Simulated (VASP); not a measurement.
## Zn: single point with r2SCAN

The system is Zn.

```xyz
2
Lattice="2.6140 0.0000 0.0000 -1.3070 2.2638 0.0000 0.0000 0.0000 5.1628" Properties=species:S:1:pos:R:3 pbc="T T T"
Zn    0.0000    1.5092    1.2907
Zn    1.3070    0.7546    3.8721
```

```json
{
  "Program": "VASP 6.6.1",
  "Task": "single point",
  "Functional": "r2SCAN",
  "Potentials or basis": "VASP PAW PBE potentials, release 64 (Zn)",
  "Cutoff": "520 eV",
  "k mesh": "18 × 18 × 8",
  "Occupations": "gaussian, width 0.1 eV",
  "Spin": "no spin polarisation",
  "Dipole correction": "no",
  "Further INCAR settings": "ALGO = Normal; EDIFF = 1e-06; NBANDS = 19"
}
```

* Pressure: -2.6 GPa
* Band gap on the k mesh: zero (band 12 reaches 4.71 eV, above the bottom of band 13 at -0.91 eV)

Stress tensor (GPa, compression positive):
```
-2.45  0.00  0.00
 0.00 -2.45  0.00
 0.00  0.00 -2.92
```

Levels at points of the mesh, in eV from the Fermi level:
```csv
k point,band 10,band 11,band 12,band 13,band 14,band 15
"(0.00, 0.00, 0.00)",-7.28,-7.28,-3.85,-3.73,12.34,16.28
"(0.50, 0.00, 0.00)",-7.02,-2.64,-1.80,2.54,3.97,4.22
"(0.00, 0.00, 0.50)",-7.35,-7.35,-7.35,3.79,3.79,21.11
"(0.50, 0.00, 0.50)",-7.02,-1.76,-1.76,0.63,0.63,10.08
```

Wall time 2.6 min on 1 thread of Intel(R) Xeon(R) 6975P-C (Granite Rapids), on a shared host, peak memory 0.21 GiB.

Caveat: the PAW data sets were made with another functional, which shifts forces and pressure a little.
